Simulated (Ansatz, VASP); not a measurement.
# TaC5 in VASP and in Ansatz

```xyz
6
Lattice="-2.2589 2.2589 2.6770 2.2589 -2.2589 2.6770 2.2589 2.2589 -2.6770" Properties=species:S:1:pos:R:3 pbc="T T T"
Ta    0.0000    0.0000    2.6770
C     0.0000    2.2589    0.6724
C     2.2589    0.0000    0.6724
C     2.2589    0.0000    2.0046
C     0.0000    2.2589    2.0046
C     0.0000    0.0000    0.0000
```

Alike in both runs: functional PBE; k mesh 6 × 6 × 6; occupations gaussian, width 0.1 eV; no spin polarisation.

Ansatz relaxed the structure, and its values are those at the end. VASP's run is a single point on that final structure, the one shown.

|  | VASP | Ansatz |
| --- | --- | --- |
| version | VASP 6.6.1 | Ansatz 0.2.0 |
| potentials or method | VASP PAW PBE potentials, release 64 (Ta_pv, C), cutoff 520 eV | scalar-relativistic, plane waves, PAW |
| valence electrons in the cell | 31 | 33 |

Ansatz gave:

```
gap on the k mesh at the Fermi level (eV) : none
pressure (GPa)                            : -0.3
rms of the force components (eV/Å)        : 0.001
```

Problem. Which values does VASP return?

Solution. gap on the k mesh at the Fermi level (eV): none; pressure (GPa): -0.2; rms of the force components (eV/Å): 0.010.

A gap of «none» marks a metal or a gap that the smearing closes. VASP's potentials hold 31 valence electrons a cell and Ansatz's 33, so a difference there can come from the potentials and not from the codes.

Spin-orbit coupling is off throughout.
